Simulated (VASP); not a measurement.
Wanted: the native input for a VASP 6.6.1 run.

- Task: single point
- Functional: PBEsol
- Potentials or basis: VASP PAW PBE potentials, release 64 (Ta_pv)
- Cutoff: 520 eV
- k mesh: 15 × 15 × 15
- Occupations: fermi-dirac, width 0.05 eV
- Spin: no spin polarisation
- Dipole correction: no
- Further INCAR settings: ALGO = Normal; EDIFF = 1e-06; NBANDS = 12

The structure of Ta lies in POSCAR:

```
Ta
1.0
   -1.6730098603      1.6730098603      1.6730098603
    1.6730098603     -1.6730098603      1.6730098603
    1.6730098603      1.6730098603     -1.6730098603
Ta
1
Direct
    0.0000000000      0.0000000000      0.0000000000
```

This cell differs from its parent crystal: volume scaled by 1.04.

One way to write it, as run:

INCAR

```
ALGO = Normal ; EDIFF = 1E-6
ENCUT = 520 ; GGA = PS
ISIF = 2 ; ISMEAR = -1
LASPH = True ; LCHARG = True
LELF = True ; LREAL = False
LVHAR = True ; LWAVE = False
NBANDS = 12 ; NELM = 80
PREC = Accurate ; SIGMA = 0.05
```

KPOINTS

```
k-points
0
Gamma
  15 15 15
```

Potentials or basis: VASP PAW PBE potentials, release 64 (Ta_pv).

Run with:

```console
$ cat potpaw_PBE.64/Ta_pv/POTCAR > POTCAR
$ mpirun -np 1 vasp_std > vasp.out
```

Results of the run:

```json
{"Pressure": "-10.9 GPa"}
```

Caveat: the PAW data sets were made with another functional, which shifts forces and pressure a little.

It took 11 s on 1 thread of Intel(R) Xeon(R) Platinum 8488C (Sapphire Rapids), on a shared host, peak memory 0.15 GiB.
